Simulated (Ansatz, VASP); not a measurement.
**One calculation of Pd, two programs**

The input POSCAR:

```
Pd
1.0
   -1.5722810000      1.5722810000      1.5722810000
    1.5722810000     -1.5722810000      1.5722810000
    1.5722810000      1.5722810000     -1.5722810000
Pd
1
Direct
    0.0000000000      0.0000000000      0.0000000000
```

File INCAR.step1:

```
SYSTEM = Pd
PREC = Accurate
ENCUT = 520
EDIFF = 1E-5
ISMEAR = -1
SIGMA = 0.05
LREAL = .FALSE.
LASPH = .TRUE.
NELM = 100
ALGO = Normal
ISIF = 2
LWAVE = .TRUE.
LCHARG = .FALSE.
GGA = PE
NBANDS = 11
```

Contents of INCAR.step2:

```
SYSTEM = Pd
PREC = Accurate
ENCUT = 520
EDIFF = 1E-6
ISMEAR = -1
SIGMA = 0.05
LREAL = .FALSE.
LASPH = .TRUE.
NELM = 100
ALGO = Normal
ISIF = 2
LWAVE = .FALSE.
LCHARG = .FALSE.
GGA = PS
LHFCALC = .TRUE.
AEXX = 0.25
HFSCREEN = 0.207
PRECFOCK = Normal
ISTART = 1
NBANDS = 11
```

Contents of KPOINTS:

```
Automatic mesh
0
G
  6 6 6
  0 0 0
```

Contents of input:

```
crystal:
  lattice:
    - [-1.572281, 1.572281, 1.572281]
    - [1.572281, -1.572281, 1.572281]
    - [1.572281, 1.572281, -1.572281]
  atoms:
    - { symbol: Pd, position: [0.0, 0.0, 0.0] }
hamiltonian:
  xc:
    exchange: hjs_pbesol
    correlation: pbesol
    exx: { coeff: 0.25, omega: 0.207 }
  pseudopotentials: { kind: paw }
kpoints:
  mp_grid: { grid: [6, 6, 6] }
  band_path:
    path:
      - [[0.0, 0.0, 0.0], [0.5, -0.5, 0.5], [0.0, 0.0, 0.5], [0.0, 0.0, 0.0], [0.25, 0.25, 0.25], [0.5, -0.5, 0.5]]
      - [[0.25, 0.25, 0.25], [0.0, 0.0, 0.5]]
    npoints: 4
scf:
  occupations: { method: fermi_dirac, width: 0.05 }
  n_extra_bands: 6
output:
  forces: true
  stress: true
  eigenvalues: true
  fatbands: false
```

Alike in both runs: functional PBEsol-based screened hybrid with a share of 0.25 of exact exchange and HFSCREEN = 0.207; k mesh 6 × 6 × 6; occupations fermi-dirac, width 0.05 eV; no spin polarisation.

|  | VASP | Ansatz |
| --- | --- | --- |
| version | VASP 6.6.1 | Ansatz 0.2.0 |
| potentials or method | VASP PAW PBE potentials, release 64 (Pd) | Ansatz PAW |
| plane-wave cutoff (eV) | 520 | 420 |
| valence electrons in the cell | 10 | 18 |
| task | single point | band structure |

Ansatz gave:

```
gap on the k mesh at the Fermi level (eV) : none
pressure (GPa)                            : -12.6
```

**Question.** Which values does VASP return?

**Answer.** gap on the k mesh at the Fermi level (eV): none; pressure (GPa): -12.2.

VASP's potentials were made for PBE, not for PBEsol-based screened hybrid. A gap of «none» marks a metal or a gap that the smearing closes. With one functional, cell and mesh, what is left measures potentials, basis and numerics. VASP's potentials hold 10 valence electrons a cell and Ansatz's 18, so a difference there can come from the potentials and not from the codes.

The k mesh is coarse, so the values compare programs but aren't converged.
